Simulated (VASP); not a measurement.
Tl3Ru:

```
Tl Ru
1.0
     4.60988    0.00000    0.00000
     0.00000    4.60988    0.00000
     0.00000    0.00000    4.60988
Tl Ru
3 1
Cartesian
  0.0000 2.3049 2.3049
  2.3049 0.0000 2.3049
  2.3049 2.3049 0.0000
  0.0000 0.0000 0.0000
```

| Property | Result |
| --- | --- |
| Program | VASP 6.6.1 |
| Task | relaxation of cell and atoms |
| Functional | PBE |
| Potentials or basis | VASP PAW PBE potentials, release 64 (Tl_d, Ru_pv) |
| Cutoff | 600 eV |
| k mesh | 10 × 10 × 10 |
| Occupations | gaussian, width 0.1 eV |
| Spin | no spin polarisation |

At the start: pressure -2.6 GPa; volume 24.49 Å³/atom.

Task: How do energy, volume and symmetry change on relaxing?

Result: Over 3 steps the energy falls by 10.2 meV/atom and the volume is 23.27 Å³/atom (-5.0 %); space group Pm-3m (No. 221, to 0.1 Å) before and after.

Step by step:
| step | energy change (eV) | largest force (eV/Å) | pressure (GPa) | volume (Å³) |
| --- | --- | --- | --- | --- |
| 1 | 0.0000 | 0.0000 | -2.57 | 97.96 |
| 2 | -0.0402 | 0.0000 | 0.35 | 92.51 |
| 3 | -0.0408 | 0.0000 | -0.02 | 93.08 |

Final structure:
```cif
data_structure
_symmetry_space_group_name_H-M 'P 1'
_symmetry_Int_Tables_number 1
_cell_length_a 4.5319
_cell_length_b 4.5319
_cell_length_c 4.5319
_cell_angle_alpha 90.000
_cell_angle_beta 90.000
_cell_angle_gamma 90.000
_cell_volume 93.08
loop_
_atom_site_label
_atom_site_type_symbol
_atom_site_fract_x
_atom_site_fract_y
_atom_site_fract_z
_atom_site_occupancy
Tl1 Tl 0.00000 0.50000 0.50000 1
Tl2 Tl 0.50000 0.00000 0.50000 1
Tl3 Tl 0.50000 0.50000 0.00000 1
Ru1 Ru 0.00000 0.00000 0.00000 1
```
